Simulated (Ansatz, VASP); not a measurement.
**C: VASP beside Ansatz**

INCAR

```
ALGO     = Normal         # electronic algorithm
EDIFF    = 1E-6           # SCF threshold, eV
ENCUT    = 600            # plane-wave cutoff, eV
GGA      = PE             # functional
GGA_COMPAT= F            
ISIF     = 2              # what is computed and relaxed
ISMEAR   = -1             # smearing method
LASPH    = T              # aspherical terms in the spheres
LCHARG   = T              # write CHGCAR
LELF     = T              # ELF
LREAL    = F              # projectors in reciprocal space
LVHAR    = T            
LWAVE    = F              # write WAVECAR
NBANDS   = 16             # bands
NELM     = 120            # most SCF steps
PREC     = Accurate       # precision mode
SIGMA    = 0.02           # smearing width, eV
```

File KPOINTS:

```
k-points
0
Gamma
  12 12 4
```

Contents of POSCAR:

```
C
1.0
    2.4553979485      0.0000000000      0.0000000000
   -1.2276989742      2.1264369998      0.0000000000
    0.0000000000      0.0000000000      6.6643944312
C
4
Direct
    0.0000000000      0.0000000000      0.2500000000
    0.0000000000      0.0000000000      0.7500000000
    0.3333333333      0.6666666667      0.2500000000
    0.6666666667      0.3333333333      0.7500000000
```

Input for Ansatz:

```yaml
crystal:
  lattice:
    - [2.4553979485, 0.0, 0.0]
    - [-1.2276989742, 2.1264369998, 0.0]
    - [0.0, 0.0, 6.6643944312]
  atoms:
    - { symbol: C, position: [0.0, 0.0, 0.25] }
    - { symbol: C, position: [0.0, 0.0, 0.75] }
    - { symbol: C, position: [0.3333333333, 0.6666666667, 0.25] }
    - { symbol: C, position: [0.6666666667, 0.3333333333, 0.75] }
kpoints:
  mp_grid: { grid: [12, 12, 4] }
  band_path:
    path:
      - [[0.0, 0.0, 0.0], [0.5, 1.006108953326e-17, 0.0], [0.3333333333333, 0.3333333333333, 0.0], [0.0, 0.0, 0.0], [0.0, 0.0, 0.5], [0.5, 1.006108953326e-17, 0.5], [0.3333333333333, 0.3333333333333, 0.5], [0.0, 0.0, 0.5]]
      - [[0.5, 1.006108953326e-17, 0.5], [0.5, 1.006108953326e-17, 0.0]]
      - [[0.3333333333333, 0.3333333333333, 0.5], [0.3333333333333, 0.3333333333333, 0.0]]
    npoints: 10
hamiltonian:
  xc: pbe
scf:
  occupations: { method: fermi_dirac, width: 0.02 }
  n_extra_bands: 5
output:
  forces: true
  stress: true
  eigenvalues: true
  write_density: true
  write_potential: true
  elf: true
  volumetric_format: npy
```

Alike in both runs: task single point; functional PBE; k mesh 12 × 12 × 4; occupations fermi-dirac, width 0.02 eV; no spin polarisation.

|  | VASP | Ansatz |
| --- | --- | --- |
| version | VASP 6.6.1 | Ansatz 0.2.0 |
| potentials or method | VASP PAW PBE potentials, release 64 (C) | plane waves, PAW |
| plane-wave cutoff (eV) | 600 | 420 |
| valence electrons in the cell | 16 | 16 |

Ansatz gave:

```
pressure (GPa)                                                : 4.8
traceless stress, the component that is largest in VASP (GPa) : -1.08
```

Task: Estimate VASP's values.

Result: Pressure (GPa): 4.9; traceless stress, the component that is largest in VASP (GPa): -1.43.

The functional is the same, so the differences come from potentials, cutoffs and numerics.
